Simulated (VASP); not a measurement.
## SiGe5: relaxation of cell and atoms with PBE

SiGe5:

```
Si Ge
1.0
    -1.98700    5.96100    2.81000
     1.98700   -5.96100    2.81000
     1.98700    5.96100   -2.81000
Si Ge
1 5
Direct
  0.00000 0.00000 0.00000
  0.66667 0.00000 0.66667
  0.08333 0.25000 0.83333
  0.33333 0.00000 0.33333
  0.41667 0.25000 0.16667
  0.75000 0.25000 0.50000
```

* Program: VASP 6.6.1
* Task: relaxation of cell and atoms
* Functional: PBE
* Potentials or basis: VASP PAW PBE potentials, release 64 (Si, Ge_d)
* Cutoff: 600 eV
* k mesh: 5 × 5 × 5
* Occupations: gaussian, width 0.2 eV
* Spin: no spin polarisation
* Dipole correction: no
* Further INCAR settings: ALGO = Normal; EDIFF = 1e-07; IBRION = 2; EDIFFG = -0.08; NSW = 36; ISIF = 3

| Property | Result |
| --- | --- |
| Relaxed volume | 23.20 Å³/atom |
| Relaxed cell | a = 6.983 Å, b = 6.983 Å, c = 6.983 Å, α = 146.31°, β = 59.95°, γ = 131.97° |
| Space group after relaxing (to 0.05 Å) | Imm2 (No. 44) |
| Energy gained by relaxing | 15.0 meV/atom |
| Ionic steps | 5 |
| Pressure after relaxing | 0.0 GPa |
| Largest force after relaxing | 0.034 eV/Å |
| Band gap on the k mesh | 0.14 eV, direct |

Forces on the atoms (eV/Å):
```
Si   0.000  0.000 -0.023
Ge   0.000 -0.032  0.010
Ge   0.000 -0.001  0.005
Ge   0.000  0.032  0.010
Ge   0.000  0.001  0.005
Ge   0.000  0.000 -0.005
```

Step by step:
| step | energy change (eV) | largest force (eV/Å) | pressure (GPa) | volume (Å³) |
| --- | --- | --- | --- | --- |
| 1 | 0.0000 | 0.5661 | 3.14 | 133.13 |
| 2 | -0.0753 | 0.2215 | -1.00 | 141.68 |
| 3 | -0.0791 | 0.2799 | -0.38 | 140.05 |
| 4 | -0.0879 | 0.1256 | -0.16 | 139.57 |
| 5 | -0.0902 | 0.0337 | 0.03 | 139.17 |

Final structure:
```
CELL_PARAMETERS angstrom
-2.02356 6.04923 2.84231
2.02356 -6.04923 2.84231
2.02356 6.04923 -2.84231
ATOMIC_POSITIONS crystal
Si 0.99993 0.99993 0.00000
Ge 0.66594 0.99949 0.66645
Ge 0.08252 0.24617 0.83635
Ge 0.33305 0.99949 0.33355
Ge 0.40981 0.24617 0.16365
Ge 0.75875 0.25875 0.50000
```

Levels at points of the mesh, in eV from the valence-band top:
```tsv
k point	band 33	band 34	band 35	band 36	band 37	band 38	band 39	band 40	band 41	band 42
(0.00, 0.00, 0.00)	-2.35	-2.11	-0.03	-0.01	0.00	0.14	1.25	1.57	2.50	2.53
```

Run time: 33 min on 1 thread of Oxide Virtual Turin-like Processor, on a shared host, peak memory 0.5 GiB.

Caveat: the relaxation stopped at a loose force limit of 0.08 eV/Å, so its end isn't a converged minimum. A k mesh can miss the band edges.
